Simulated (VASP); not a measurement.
# Cr: single point with PBEsol

Crystal: Cr.

```
CELL_PARAMETERS angstrom
-3.57895 3.57895 0.00000
-3.57895 0.00000 3.57895
0.00000 3.57895 3.57895
ATOMIC_POSITIONS crystal
Cr 0.00000 0.00000 0.00000
Cr 0.50000 0.00000 0.00000
Cr 0.00000 0.50000 0.00000
Cr 0.00000 0.00000 0.50000
Cr 0.50000 0.50000 0.00000
Cr 0.50000 0.00000 0.50000
Cr 0.00000 0.50000 0.50000
Cr 0.50000 0.50000 0.50000
```

This isn't the form of Cr at room conditions, which is bcc.

```json
{
  "Program": "VASP 6.6.1",
  "Task": "single point",
  "Functional": "PBEsol",
  "Potentials or basis": "VASP PAW PBE potentials, release 64 (Cr_pv)",
  "Cutoff": "520 eV",
  "k mesh": "8 × 8 × 8",
  "Occupations": "gaussian, width 0.1 eV",
  "Spin": "collinear spin, ferromagnetic start",
  "Starting moments": "[3.0, 3.0, 3.0, 3.0, 3.0, 3.0, 3.0, 3.0] μB"
}
```

```
Pressure                                              : -0.5 GPa
Band gap on the k mesh                                : zero (filled and empty bands overlap)
Net moment                                            : 0.00 μB per cell
Valence electrons inside the program's atomic spheres : Cr 11.08
```

Levels at points of the mesh, in eV from the Fermi level:
Spin up:
| k point | band 46 | band 47 | band 48 | band 49 | band 50 | band 51 |
| --- | --- | --- | --- | --- | --- | --- |
| (0.00, 0.00, 0.00) | -0.44 | 0.92 | 0.92 | 0.92 | 0.92 | 1.39 |
| (0.50, 0.00, 0.00) | -0.53 | -0.14 | -0.14 | -0.14 | -0.14 | 0.86 |
| (0.50, 0.50, 0.00) | -1.35 | 0.16 | 0.16 | 0.52 | 0.52 | 0.52 |
Spin down:
| k point | band 44 | band 45 | band 46 | band 47 | band 48 | band 49 | band 50 | band 51 | band 52 | band 53 |
| --- | --- | --- | --- | --- | --- | --- | --- | --- | --- | --- |
| (0.00, 0.00, 0.00) | -0.44 | -0.44 | -0.44 | 0.92 | 0.92 | 0.92 | 0.92 | 1.39 | 1.39 | 2.63 |
| (0.50, 0.00, 0.00) | -0.53 | -0.53 | -0.53 | -0.14 | -0.14 | -0.14 | -0.14 | 0.86 | 0.86 | 0.86 |
| (0.50, 0.50, 0.00) | -1.35 | -1.35 | -1.35 | 0.16 | 0.16 | 0.52 | 0.52 | 0.52 | 0.52 | 0.96 |

Run time: 11 min on 1 thread of Intel(R) Xeon(R) Platinum 8259CL CPU @ 2.50GHz (Skylake/Cascade Lake), with other jobs on the host, peak memory 0.42 GiB.

Caveat: the moments typed at the start vanished in this run; the PAW data sets were made with another functional, which shifts forces and pressure a little.
